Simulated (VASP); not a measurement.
Here is a VASP 6.6.1 calculation.

INCAR

```
PREC = Accurate
ENCUT = 520
EDIFF = 1E-7
ISMEAR = 0
SIGMA = 0.05
LREAL = False
LASPH = True
NELM = 100
ALGO = Normal
ISIF = 2
LWAVE = False
LCHARG = True
GGA = PE
LELF = True
LVHAR = True
NBANDS = 16
```

KPOINTS

```
Automatic mesh
0
Gamma
  10 10 10
```

Contents of POSCAR:

```
ZnSe
1.0
    0.0000000000      2.6919920189      2.9171998471
    2.9171998471      0.0000000000      2.9171998471
    2.9171998471      2.6919920189      0.0000000000
Zn Se
1 1
Direct
    0.0000000000      0.0000000000      0.0000000000
    0.7500000000      0.7500000000      0.7500000000
```

Potentials or basis: VASP PAW PBE potentials, release 64 (Zn, Se).

Command:

```bash
$ cat potpaw_PBE.64/Zn/POTCAR potpaw_PBE.64/Se/POTCAR > POTCAR
$ mpirun -np 1 vasp_std > vasp.out
```

**Question.** Predict the band gap on the k mesh.

**Answer.** 1.08 eV, direct.

**Question.** What does it give for the pressure?

**Answer.** 1.8 GPa.

Stress tensor (GPa, compression positive):
```
0.99 0.00 0.00
0.00 3.29 0.00
0.00 0.00 0.99
```
